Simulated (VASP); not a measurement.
A run of VASP 6.6.1 is set up as follows.

INCAR

```
PREC = Accurate
ENCUT = 520
EDIFF = 1E-6
ISMEAR = 0
SIGMA = 0.1
LREAL = False
LASPH = True
NELM = 80
ALGO = Normal
ISIF = 2
LWAVE = False
LCHARG = False
GGA = PE
NBANDS = 30
```

File KPOINTS:

```
Automatic mesh
0
Gamma
  4 4 4
```

Contents of POSCAR:

```
Nd3H
1.0
   -3.0432876200      3.0432876200      3.0432876200
    3.0432876200     -3.0432876200      3.0432876200
    3.0432876200      3.0432876200     -3.0432876200
Nd H
3 1
Direct
    0.0000000000      0.5000000000      0.5000000000
    0.5000000000      0.0000000000      0.5000000000
    0.5000000000      0.5000000000      0.0000000000
    0.0000000000      0.0000000000      0.0000000000
```

Potentials or basis: VASP PAW PBE potentials, release 64 (Nd, H).

Command:

```bash
$ cat potpaw_PBE.64/Nd/POTCAR potpaw_PBE.64/H/POTCAR > POTCAR
$ mpirun -np 1 vasp_std > vasp.out
```

Problem. Predict the pressure.

Solution. -10.6 GPa.

Caveat: the k points lie up to 0.36 Å⁻¹ apart; spin-orbit coupling is left out, which moves the levels of the heavy elements; without U or exact exchange the open f shell lies at the Fermi level, which spoils levels, moments and volumes. Spin polarisation is off, so any magnetic state and its effect on volume and gap are missing.
